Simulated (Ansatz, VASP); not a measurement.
**KF in VASP and in Ansatz**

```
CELL_PARAMETERS angstrom
0.00000 2.68954 2.68954
2.68954 0.00000 2.68954
2.68954 2.68954 0.00000
ATOMIC_POSITIONS crystal
K 0.00000 0.00000 0.00000
F 0.50000 0.50000 0.50000
```

Alike in both runs: task single point; functional r2SCAN; k mesh 9 × 9 × 9; occupations fermi-dirac, width 0.05 eV; no spin polarisation.

|  | VASP | Ansatz |
| --- | --- | --- |
| version | VASP 6.6.1 | Ansatz 0.2.0 |
| potentials or method | VASP PAW PBE potentials, release 64 (K_sv, F) | Ansatz PAW |
| plane-wave cutoff (eV) | 520 | 500 |
| valence electrons in the cell | 16 | 16 |

|  | VASP | Ansatz | Ansatz less VASP |
| --- | --- | --- | --- |
| gap on the k mesh at the Fermi level (eV) | 6.72 | 6.73 | +0.001 |
| least direct gap on the mesh (eV) | 6.72 | 6.73 | +0.001 |
| pressure (GPa) | -1.2 | -1.1 | +0.04 |

VASP's potentials were made for PBE, not for r2SCAN.

Noted on Ansatz's run: odd divisions of the mesh miss points on the zone boundary, where band edges often lie, so the gap on the mesh can be too wide.
